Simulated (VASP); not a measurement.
Wanted: the native input for a VASP 6.6.1 run.

```yaml
Task: relaxation of cell and atoms
Functional: PBE
Dispersion: D3(BJ)
Potentials_or_basis: VASP PAW PBE potentials, release 64 (Pt, S)
Cutoff: 600 eV
k_mesh: 12 × 12 × 4
Occupations: fermi-dirac, width 0.02 eV
Spin: no spin polarisation
Dipole_correction: no
Further_INCAR_settings: ALGO = Normal; EDIFF = 1e-06; IBRION = 2; EDIFFG = -0.005; NSW = 80; ISIF = 3
```

The structure of PtS2 lies in POSCAR:

```
PtS2
1.0
    3.6207302000      0.0000000000      0.0000000000
   -1.8103651000      3.1356443334      0.0000000000
    0.0000000000      0.0000000000      5.8599807400
Pt S
1 2
Direct
    0.0000000000      0.0000000000      0.0000000000
    0.3333333333      0.6666666667      0.2510657347
    0.6666666667      0.3333333333      0.7489342653
```

The input as run:

INCAR

```
PREC = Accurate ; ENCUT = 600
EDIFF = 1E-6 ; ISMEAR = -1
SIGMA = 0.02 ; LREAL = F
LASPH = T ; NELM = 80
ALGO = Normal ; ISIF = 3
LWAVE = F ; LCHARG = F
GGA = PE ; IVDW = 12
IBRION = 2 ; NSW = 80
EDIFFG = -0.005
```

KPOINTS

```
regular mesh
0
Gamma
  12 12 4
```

Potentials or basis: VASP PAW PBE potentials, release 64 (Pt, S).

Launch:

```sh
$ cat potpaw_PBE.64/Pt/POTCAR potpaw_PBE.64/S/POTCAR > POTCAR
$ mpirun -np 1 vasp_std > vasp.out
```

Results of the run:

* Relaxed volume: 17.30 Å³/atom
* Relaxed cell: a = 3.580 Å, b = 3.580 Å, c = 4.676 Å, α = 90.00°, β = 90.00°, γ = 120.00°
* Space group after relaxing (to 0.1 Å): P-3m1 (No. 164)
* Energy gained by relaxing: 313.8 meV/atom
* Ionic steps: 31
* Pressure after relaxing: 0.0 GPa
* Largest force after relaxing: 0.004 eV/Å
* Band gap on the k mesh: 0.10 eV (least direct gap 0.70 eV)
* Dispersion energy per atom: -0.451 eV

Caveat: the volume moved by over 15 % at a fixed basis, so the end points are rough; spin-orbit coupling is left out, which moves the levels of the heavy elements.

Wall time 7.8 min on 1 thread of AMD EPYC 9R45 96-Core Processor (Zen 5), with other jobs on the host, peak memory 0.25 GiB.
